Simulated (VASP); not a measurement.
LiF, 4 atoms in the cell. Symmetry: P6_3mc, No. 186, hexagonal system. The conventional cell has a = 3.143 Å, b = 3.143 Å, c = 4.850 Å, α = 90.00°, β = 90.00°, γ = 120.00°. Within 2.5 Å of Li (site symmetry 3m) lie 4 F at 1.88 to 1.93 Å. F (site symmetry 3m) has 4 Li at 1.88 to 1.93 Å within 2.5 Å.  This cell differs from its parent crystal: c/a of the conventional cell at fixed volume 1.5431.

| Property | Result |
| --- | --- |
| Program | VASP 6.6.1 |
| Task | single point |
| Functional | PBE |
| Potentials or basis | VASP PAW PBE potentials, release 64 (Li_sv, F) |
| Cutoff | 520 eV |
| k mesh | 9 × 9 × 6 |
| Occupations | gaussian, width 0.05 eV |
| Spin | no spin polarisation |
| Dipole correction | no |
| Further INCAR settings | ALGO = Normal; EDIFF = 1e-07; NBANDS = 18 |

Potentials or basis: VASP PAW PBE potentials, release 64 (Li_sv, F).

The run is started by

```bash
$ cat potpaw_PBE.64/Li_sv/POTCAR potpaw_PBE.64/F/POTCAR > POTCAR
$ mpirun -np 1 vasp_std > vasp.out
```

Hardware: 1 thread of AMD EPYC 9R45 96-Core Processor (Zen 5) (shared host).

Problem. How long does it take, and how much memory?

Solution. Wall time 21 s on 1 thread of AMD EPYC 9R45 96-Core Processor (Zen 5), on a shared host, peak memory 0.13 GiB. Counts: scf iterations 15, k points 48.
